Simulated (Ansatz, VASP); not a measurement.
**Two plane-wave programs on MnO2**

File INCAR:

```
ALGO     = Normal         # electronic algorithm
EDIFF    = 1E-7           # SCF threshold, eV
ENCUT    = 520            # plane-wave cutoff, eV
GGA      = PS             # functional
ISIF     = 2              # what is computed and relaxed
ISMEAR   = 0              # smearing method
ISPIN    = 2              # spin polarisation
LASPH    = T              # aspherical terms in the spheres
LCHARG   = F              # write CHGCAR
LMAXMIX  = 4              # l up to which the mixer works
LORBIT   = 11             # projections on sites
LREAL    = F              # projectors in reciprocal space
LWAVE    = F              # write WAVECAR
MAGMOM   = 4 4 0 0 0 0    # initial moments
NBANDS   = 38             # bands
NELM     = 150            # most SCF steps
PREC     = Accurate       # precision mode
SIGMA    = 0.1            # smearing width, eV
```

The input KPOINTS:

```
k-points
0
Gamma
  4 4 6
```

File POSCAR:

```
MnO2
1.0
    4.3983000000      0.0000000000      0.0000000000
    0.0000000000      4.3983000000      0.0000000000
    0.0000000000      0.0000000000      2.8730000000
Mn O
2 4
Direct
    0.0000000000      0.0000000000      0.0000000000
    0.5000000000      0.5000000000      0.5000000000
    0.3051500000      0.3051500000      0.0000000000
    0.1948500000      0.8051500000      0.5000000000
    0.6948500000      0.6948500000      0.0000000000
    0.8051500000      0.1948500000      0.5000000000
```

Input for Ansatz:

```yaml
crystal:
  lattice:
    - [4.3983, 0.0, 0.0]
    - [0.0, 4.3983, 0.0]
    - [0.0, 0.0, 2.873]
  atoms:
    - { symbol: Mn, position: [0.0, 0.0, 0.0], spin: 4.0 }
    - { symbol: Mn, position: [0.5, 0.5, 0.5], spin: 4.0 }
    - { symbol: O, position: [0.30515, 0.30515, 0.0] }
    - { symbol: O, position: [0.19485, 0.80515, 0.5] }
    - { symbol: O, position: [0.69485, 0.69485, 0.0] }
    - { symbol: O, position: [0.80515, 0.19485, 0.5] }
basis:
  ecutwfc: 420
kpoints:
  mp_grid: { grid: [4, 4, 6] }
hamiltonian:
  xc: pbesol
scf:
  occupations: { method: gaussian, width: 0.1 }
  lower_state_search: "off"
output:
  forces: true
  stress: true
  eigenvalues: true
  populations: true
magnetization:
  spin_polarized: true
```

Alike in both runs: task single point; functional PBEsol; k mesh 4 × 4 × 6; occupations gaussian, width 0.1 eV; collinear spin.

```csv
,VASP,Ansatz
version,VASP 6.6.1,Ansatz 0.2.0
potentials or method,"VASP PAW PBE potentials, release 64 (Mn_pv, O), cutoff 520 eV","scalar-relativistic, plane waves, PAW"
valence electrons in the cell,50,54
```

```tsv
	VASP	Ansatz	Ansatz less VASP
gap on the k mesh at the Fermi level (eV)	none	none	-
pressure (GPa)	-2.5	-3.3	-0.86
traceless stress, the component that is largest in VASP (GPa)	-2.08	-2.23	-0.153
rms of the force components (eV/Å)	0.011	0.023	+0.0121
net moment per atom (μB)	0.99	0.99	+0.002
size of the moment on the site where the two differ most (μB)	2.68	2.36	-0.320
```

VASP's potentials were made for PBE, not for PBEsol. Site moments also hang on the region over which each program counts them. Atom by atom the forces differ by 0.012 eV/Å (rms over components). A gap of «none» marks a metal or a gap that the smearing closes. With one functional, cell and mesh, what is left measures potentials, basis and numerics. VASP's potentials hold 50 valence electrons a cell and Ansatz's 54, so a difference there can come from the potentials and not from the codes.

The k mesh is coarse, so the values compare programs but aren't converged.
